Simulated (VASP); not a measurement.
# PbS (R3m) in VASP: further runs

The runs below take PbS through single point, with PBEsol.

All numbers are computed with VASP 6.6.1; they aren't measurements. Logs are shortened: lines on timing, memory, paths and dates and some standing lists are left out, and cuts for length are marked.

## 1. The cell of the first run

It takes space group R3m (No. 160, trigonal). Conventional cell: a = 4.552 Å, b = 4.552 Å, c = 8.924 Å, α = 90.00°, β = 90.00°, γ = 120.00°. Pb (site symmetry 3m) has 6 S at 3.00 to 3.04 Å within 3.9 Å. Within 3.9 Å of S (site symmetry 3m) lie 6 Pb at 3.00 to 3.04 Å.

## 2. Single point, PBEsol

Input file INCAR:

```
SYSTEM = PbS
  ALGO = Normal
  EDIFF = 1E-7
  ENCUT = 520
  GGA = PS
  ISIF = 2
  ISMEAR = 0
  LASPH = .TRUE.
  LCHARG = .FALSE.
  LREAL = .FALSE.
  LWAVE = .FALSE.
  NBANDS = 17
  NELM = 100
  PREC = Accurate
  SIGMA = 0.03
```

Input file KPOINTS:

```
k-points
0
G
  12 12 12
  0 0 0
```

Input file POSCAR:

```
PbS
1.0
    2.2757958336      1.3139313371      2.9747712480
   -2.2757958336      1.3139313371      2.9747712480
    0.0000000000     -2.6278626743      2.9747712480
Pb S
1 1
Direct
    0.9805657800      0.9805657800      0.9805657800
    0.4750355500      0.4750355500      0.4750355500
```

Potentials or basis: VASP PAW PBE potentials, release 64 (Pb_d, S).

Command:

```sh
$ cat potpaw_PBE.64/Pb_d/POTCAR potpaw_PBE.64/S/POTCAR > POTCAR
$ mpirun -np 1 vasp_std > vasp.out
```

OUTCAR:

```text
SYSTEM = PbS
   EDIFF = 1E-7
   ENCUT = 520
   GGA = PS
   ISIF = 2
   ISMEAR = 0
   LASPH = .TRUE.
   LREAL = .FALSE.
   NELM = 100
   PREC = Accurate

 ion  position               nearest neighbor table
   1  0.981  0.981  0.981-   2 3.00   2 3.00   2 3.00   2 3.04   2 3.04   2 3.04
   2  0.475  0.475  0.475-   1 3.00   1 3.00   1 3.00   1 3.04   1 3.04   1 3.04

  LATTYP: Found a trigonal (rhomboedric) cell.
 ALAT       =     3.9692475625
 COS(alpha) =     0.3425235249

  Lattice vectors:

 A1 = (   2.2757958336,   1.3139313371,   2.9747712480)
 A2 = (  -2.2757958336,   1.3139313371,   2.9747712480)
 A3 = (   0.0000000000,  -2.6278626743,   2.9747712480)

Analysis of symmetry for initial positions (statically):
=====================================================================
 Subroutine PRICEL returns:
 Original cell was already a primitive cell.

 Routine SETGRP: Setting up the symmetry group for a
 trigonal (rhombohedral) supercell.

 Subroutine GETGRP returns: Found  6 space group operations
 (whereof  6 operations were pure point group operations)
 out of a pool of 12 trial point group operations.

The static configuration has the point symmetry C_3v.

Analysis of symmetry for dynamics (positions and initial velocities):
=====================================================================
 Subroutine PRICEL returns:
 Original cell was already a primitive cell.

 Routine SETGRP: Setting up the symmetry group for a
 trigonal (rhombohedral) supercell.

 Subroutine GETGRP returns: Found  6 space group operations
 (whereof  6 operations were pure point group operations)
 out of a pool of 12 trial point group operations.

The dynamic configuration has the point symmetry C_3v.

 Subroutine INISYM returns: Found  6 space group operations
 (whereof  6 operations are pure point group operations),
 and found     1 'primitive' translations

----------------------------------------------------------------------------------------

                                     Primitive cell

  volume of cell :      53.3717

  direct lattice vectors                    reciprocal lattice vectors
     2.275795834  1.313931337  2.974771248     0.219703364  0.126845796  0.112053434
    -2.275795834  1.313931337  2.974771248    -0.219703364  0.126845796  0.112053434
     0.000000000 -2.627862674  2.974771248     0.000000000 -0.253691592  0.112053434

  length of vectors
     3.969247563  3.969247563  3.969247563     0.277336251  0.277336251  0.277336251

  position of ions in fractional coordinates (direct lattice)
     0.980565780  0.980565780  0.980565780
     0.475035550  0.475035550  0.475035550

  ion indices of the primitive-cell ions
   primitive index   ion index
                 1           1
                 2           2

----------------------------------------------------------------------------------------

 KPOINTS: k-points

Automatic generation of k-mesh.
 Grid dimensions read from file:
 generate k-points for:   12   12   12

 Generating k-lattice:

  Cartesian coordinates                     Fractional coordinates (reciprocal lattice)
     0.018308614  0.010570483  0.009337786     0.083333333  0.000000000  0.000000000
    -0.018308614  0.010570483  0.009337786     0.000000000  0.083333333  0.000000000
     0.000000000 -0.021140966  0.009337786     0.000000000  0.000000000  0.083333333

  Length of vectors
     0.023111354  0.023111354  0.023111354

  Shift w.r.t. Gamma in fractional coordinates (k-lattice)
     0.000000000  0.000000000  0.000000000

 Subroutine IBZKPT returns following result:
 ===========================================

 Found    189 irreducible k-points:

 Following reciprocal coordinates:
            Coordinates               Weight
  0.000000  0.000000  0.000000      1.000000
  0.083333  0.000000  0.000000      6.000000
  0.166667  0.000000  0.000000      6.000000
  0.250000  0.000000  0.000000      6.000000
  0.333333 -0.000000  0.000000      6.000000
  0.416667 -0.000000  0.000000      6.000000
[... 16 lines left out ...]
  0.500000  0.166667  0.000000     12.000000
 -0.416667  0.166667  0.000000     12.000000
 [... further k-points ...]
   k-points           NKPTS =    189   k-points in BZ     NKDIM =    189   number of bands    NBANDS=     17
   number of dos      NEDOS =    301   number of ions     NIONS =      2
   total plane-waves  NPLWV =  27000
   dimension x,y,z NGX =    30 NGY =   30 NGZ =   30
   dimension x,y,z NGXF=    60 NGYF=   60 NGZF=   60
   ions per type =               1   1
   NGX,Y,Z   is equivalent  to a cutoff of  12.57, 12.57, 12.57 a.u.
   NGXF,Y,Z  is equivalent  to a cutoff of  25.13, 25.13, 25.13 a.u.
 SYSTEM =  PbS
   PREC   = accura    normal or accurate (medium, high low for compatibility)
   ISTART =      0    job   : 0-new  1-cont  2-samecut
   ICHARG =      2    charge: 1-file 2-atom 10-const
   ISPIN  =      1    spin polarized calculation?
   LNONCOLLINEAR =      F non collinear calculations
   LSORBIT =      F    spin-orbit coupling
   LASPH  =      T    aspherical Exc in radial PAW
   ENCUT  =  520.0 eV  38.22 Ry    6.18 a.u.   7.38  7.38  7.38*2*pi/ulx,y,z
   NELM   =    100;   NELMIN=  2; NELMDL= -5     # of ELM steps
   EDIFF  = 0.1E-06   stopping-criterion for ELM
   LREAL  =      F    real-space projection
   EDIFFG = 0.1E-05   stopping-criterion for IOM
   NSW    =      0    number of steps for IOM
   IBRION =     -1    ionic relax: 0-MD 1-quasi-New 2-CG
   NFREE  =      0    steps in history (QN), initial steepest desc. (CG)
   ISIF   =      2    stress and relaxation
   ISYM   =      2    0-nonsym 1-usesym 2-fastsym
   POTIM  = 0.5000    time-step for ionic-motion
   TEBEG  =    0.0;   TEEND  =   0.0 temperature during run
   PSTRESS=    0.0 pullay stress
   NELECT =      20.0000    total number of electrons
   NUPDOWN=      -1.0000    fix difference up-down
   EMIN   =  10.00;   EMAX   =-10.00  energy-range for DOS
   EFERMI =   0.00;   METHOD = LEGACY
   ISMEAR =     0;   SIGMA  =   0.03  broadening in eV -4-tet -1-fermi 0-gaus
   EFERMI_NEDOS =   21; number of points for ismear=-14 and -15
   IALGO  =     38    algorithm
   IMIX   =      4    mixing-type and parameters
     AMIX     =   0.40;   BMIX     =  1.00
     AMIX_MAG =   1.60;   BMIX_MAG =  1.00
  volume/ion in A,a.u.               =      26.69       180.08
  Fermi-wavevector in a.u.,A,eV,Ry     =   1.180270  2.230386 18.953411  1.393036
  Thomas-Fermi vector in A             =   2.316565
   LORBIT       =      0    0 simple, 1 ext, 2 COOP (PROOUT), +10 PAW based schemes
   GGA     = PS    functional components
   LHFCALC =     F    Hartree Fock is set to
   AEXX    =    0.0000 exact exchange contribution
   IVDW    =     0    specifies the selected vdW correction
   LEPSILON=     F    determine dielectric tensor
   LRPA    =     F    only Hartree local field effects (RPA)
 non-spin polarized calculation
 Gauss-broadening in eV      SIGMA  =   0.03
  energy-cutoff  :      520.00
  volume of cell :       53.37
 maximum number of plane-waves:      1472
 NGX is ok and might be reduce to    30
   NGX = 15   NGY = 15   NGZ = 15

 number of electron      20.0000004 magnetization

 Free energy of the ion-electron system (eV)
  ---------------------------------------------------
  ext. energy  EPLUGINS =         0.00000000
  ---------------------------------------------------
  free energy    TOTEN  =        -9.27114060 eV

  energy without entropy =       -9.27105858  energy(sigma->0) =       -9.27109959

 E-fermi :   5.2147     XC(G=0):  -9.8162

 val. band max:        5.1941529401   @ k =   0.5000   0.5000   0.4167
 cond. band min:       5.2440439284   @ k =  -0.4167   0.0833   0.0000
 fundamental gap:      0.0498909883
 Fermi energy:         5.2146992360

 k-point     1 :       0.0000    0.0000    0.0000
  band No.  band energies     occupation
      1     -11.4747      2.00000
      2     -11.4747      2.00000
      3     -11.4383      2.00000
      4     -11.3786      2.00000
      5     -11.3786      2.00000
      6      -7.9156      2.00000
[... 9 lines left out ...]
     16      13.9887      0.00000
     17      14.8312      0.00000

 k-point     2 :       0.0833    0.0000    0.0000
  band No.  band energies     occupation
      1     -11.4755      2.00000
      2     -11.4709      2.00000
      3     -11.4378      2.00000
      4     -11.3792      2.00000
      5     -11.3791      2.00000
      6      -7.8609      2.00000
[... 9 lines left out ...]
     16      14.1564      0.00000
     17      14.9235      0.00000

 k-point     3 :       0.1667    0.0000    0.0000
  band No.  band energies     occupation
      1     -11.4780      2.00000
      2     -11.4623      2.00000
      3     -11.4348      2.00000
      4     -11.3809      2.00000
      5     -11.3799      2.00000
      6      -7.7015      2.00000
[... 9 lines left out ...]
     16      14.1433      0.00000
     17      15.7910      0.00000

 k-point     4 :       0.2500    0.0000    0.0000
  band No.  band energies     occupation
      1     -11.4822      2.00000
      2     -11.4564      2.00000
      3     -11.4251      2.00000
      4     -11.3830      2.00000
      5     -11.3802      2.00000
      6      -7.4538      2.00000
[... 9 lines left out ...]
     16      14.5260      0.00000
     17      16.6966      0.00000
[... 343 lines left out ...]
      1     -11.4926      2.00000
      2     -11.4513      2.00000
      3     -11.4118      2.00000
      4     -11.3887      2.00000
      5     -11.3768      2.00000
      6      -6.8587      2.00000
[... 9 lines left out ...]
     16      15.4674      0.00000
     17      17.2392      0.00000

 k-point    23 :       0.5000    0.1667    0.0000
  band No.  band energies     occupation
      1     -11.4950      2.00000
      2     -11.4506      2.00000
      3     -11.4091      2.00000
      4     -11.3862      2.00000
      5     -11.3776      2.00000
      6      -6.6631      2.00000
[... 9 lines left out ...]
     16      15.3612      0.00000
     17      17.3631      0.00000

 k-point    24 :      -0.4167    0.1667    0.0000
  band No.  band energies     occupation
      1     -11.4931      2.00000
      2     -11.4487      2.00000
      3     -11.4094      2.00000
      4     -11.3867      2.00000
      5     -11.3803      2.00000
      6      -6.6550      2.00000
[... 9 lines left out ...]
     16      15.3284      0.00000
     17      16.9445      0.00000

 [... further k-points ...]
[... 5 lines left out ...]
  --------------------------------------------------------------------------------------
  -------------------------------------------------------------------------------------
  Total       -1.7166128     -1.7166128      0.2000972      0.0000000     -0.0000000      0.0000000
  in kB      -51.5314216    -51.5314216      6.0067683      0.0000000     -0.0000000      0.0000000
  external PRESSURE =     -32.3520250 kB  Pullay stress =       0.0000000 kB

 VOLUME and BASIS-vectors are now :
 -----------------------------------------------------------------------------
  energy-cutoff  :      520.00
  volume of cell :       53.37
      direct lattice vectors                 reciprocal lattice vectors
     2.275795834  1.313931337  2.974771248     0.219703364  0.126845796  0.112053434
    -2.275795834  1.313931337  2.974771248    -0.219703364  0.126845796  0.112053434
     0.000000000 -2.627862674  2.974771248     0.000000000 -0.253691592  0.112053434

 POSITION                                       TOTAL-FORCE (eV/Angst)
 -----------------------------------------------------------------------------------
      0.00000     -0.00000      8.75088         0.000000      0.000000     -0.035982
      0.00000     -0.00000      4.23937         0.000000     -0.000000      0.035982
 -----------------------------------------------------------------------------------
    total drift:                               -0.000000     -0.000000      0.000378

  FREE ENERGIE OF THE ION-ELECTRON SYSTEM (eV)
  ---------------------------------------------------
  free  energy   TOTEN  =        -9.2711406049 eV

  energy  without entropy=       -9.2710585840  energy(sigma->0) =       -9.27109959
```

Wall time 2.2 min (1 thread of AMD EPYC 9R45 (Zen 5), shared host); peak memory 0.26 GiB.

Results:

```yaml
Free_energy: -9.2711 eV
Pressure: -3.2 GPa
Largest_force: 0.036 eV/Å
Band_gap_on_the_k_mesh: zero (band 10 reaches 5.47 eV, above the bottom of band 11 at 4.81 eV)
```

Forces on the atoms (eV/Å):
```
Pb   0.000  0.000 -0.036
S    0.000  0.000  0.036
```

Stress tensor (GPa, compression positive):
```
-5.15  0.00  0.00
 0.00 -5.15  0.00
 0.00  0.00  0.60
```

Caveat: the PAW data sets were made with another functional, which shifts forces and pressure a little; spin-orbit coupling is left out, which moves the levels of the heavy elements.

(Part 1 of 2 ends here.)
